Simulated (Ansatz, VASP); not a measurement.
**Two plane-wave programs on Ca**

The input INCAR:

```
SYSTEM = Ca
PREC = Accurate
ENCUT = 520
EDIFF = 1E-6
ISMEAR = 0
SIGMA = 0.1
LREAL = .False.
LASPH = .True.
NELM = 100
ALGO = Fast
ISIF = 2
LWAVE = .False.
LCHARG = .False.
GGA = PS
NBANDS = 11
```

Contents of KPOINTS:

```
Automatic mesh
0
Gamma
  12 12 12
  0 0 0
```

File POSCAR:

```
Ca
1.0
    3.4137200018      0.0000000000      0.0000000000
    0.0000000000      3.4137200018      0.0000000000
    0.0000000000      0.0000000000      3.4137200018
Ca
1
Direct
    0.0000000000      0.0000000000      0.0000000000
```

Input for Ansatz:

```yaml
crystal:
  lattice:
    - [3.4137200018, 0.0, 0.0]
    - [0.0, 3.4137200018, 0.0]
    - [0.0, 0.0, 3.4137200018]
  atoms:
    - { symbol: Ca, position: [0.0, 0.0, 0.0] }
basis:
  ecutwfc: 420
kpoints:
  mp_grid: { grid: [12, 12, 12] }
hamiltonian:
  xc: pbesol
scf:
  occupations: { method: gaussian, width: 0.1 }
output:
  forces: true
  stress: true
  eigenvalues: true
```

Alike in both runs: task single point; functional PBEsol; k mesh 12 × 12 × 12; occupations gaussian, width 0.1 eV; no spin polarisation.

|  | VASP | Ansatz |
| --- | --- | --- |
| version | VASP 6.6.1 | Ansatz 0.2.0 |
| potentials or method | VASP PAW PBE potentials, release 64 (Ca_sv), cutoff 520 eV | scalar-relativistic, plane waves, PAW |
| valence electrons in the cell | 10 | 10 |

|  | VASP | Ansatz | Ansatz less VASP |
| --- | --- | --- | --- |
| gap on the k mesh at the Fermi level (eV) | none | none | - |
| pressure (GPa) | 0.4 | 0.4 | 0.00 |

VASP's potentials were made for PBE, not for PBEsol. A gap of «none» marks a metal or a gap that the smearing closes.
